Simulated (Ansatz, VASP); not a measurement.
## Two plane-wave programs on F

Contents of INCAR:

```
SYSTEM = F
PREC = Accurate
ENCUT = 520
EDIFF = 1E-7
ISMEAR = 0
SIGMA = 0.05
LREAL = .FALSE.
LASPH = .TRUE.
NELM = 60
ALGO = Normal
ISIF = 2
LWAVE = .FALSE.
LCHARG = .TRUE.
GGA = PS
LELF = .TRUE.
LVHAR = .TRUE.
NBANDS = 22
```

KPOINTS

```
Automatic mesh
0
G
  4 4 2
  0 0 0
```

Contents of POSCAR:

```
F
1.0
    3.0627160592     -1.7046754666     -0.2362230841
    3.0627160592      1.7046754666     -0.2362230841
   -2.3195622073      0.0000000000      6.8336488987
F
4
Direct
    0.0848459664      0.0848459664      0.0940038325
    0.9151540336      0.9151540336      0.9059961675
    0.5015719855      0.5015719855      0.5937195244
    0.4984280145      0.4984280145      0.4062804756
```

Input for Ansatz:

```yaml
crystal:
  lattice:
    - [3.0627160592, -1.7046754666, -0.2362230841]
    - [3.0627160592, 1.7046754666, -0.2362230841]
    - [-2.3195622073, 0.0, 6.8336488987]
  atoms:
    - { symbol: F, position: [0.0848459664, 0.0848459664, 0.0940038325] }
    - { symbol: F, position: [0.9151540336, 0.9151540336, 0.9059961675] }
    - { symbol: F, position: [0.5015719855, 0.5015719855, 0.5937195244] }
    - { symbol: F, position: [0.4984280145, 0.4984280145, 0.4062804756] }
basis:
  ecutwfc: 520.0
kpoints:
  mp_grid: { grid: [4, 4, 2] }
hamiltonian:
  xc: pbesol
scf:
  occupations: { method: gaussian, width: 0.05 }
output:
  forces: true
  stress: true
  eigenvalues: true
```

Change from the starting cell: volume 17.372 Å^3 an atom, stretch along a over the lengths across it, relative to the relaxed cell 1.0326.

Alike in both runs: task single point; functional PBEsol; k mesh 4 × 4 × 2; occupations gaussian, width 0.05 eV; no spin polarisation.

|  | VASP | Ansatz |
| --- | --- | --- |
| version | VASP 6.6.1 | Ansatz 0.2.0 |
| potentials or method | VASP PAW PBE potentials, release 64 (F), cutoff 520 eV | scalar-relativistic, plane waves, PAW |
| valence electrons in the cell | 28 | 28 |

|  | VASP | Ansatz | Ansatz less VASP |
| --- | --- | --- | --- |
| gap on the k mesh at the Fermi level (eV) | 3.66 | 3.75 | +0.095 |
| least direct gap on the mesh (eV) | 3.77 | 3.87 | +0.096 |
| pressure (GPa) | 5.9 | 5.2 | -0.64 |
| traceless stress, the component that is largest in VASP (GPa) | 9.85 | 7.94 | -1.906 |
| rms of the force components (eV/Å) | 1.717 | 1.383 | -0.3340 |

VASP's potentials were made for PBE, not for PBEsol. Atom by atom the forces differ by 0.334 eV/Å (rms over components).

The k mesh is coarse, so the values compare programs but aren't converged.
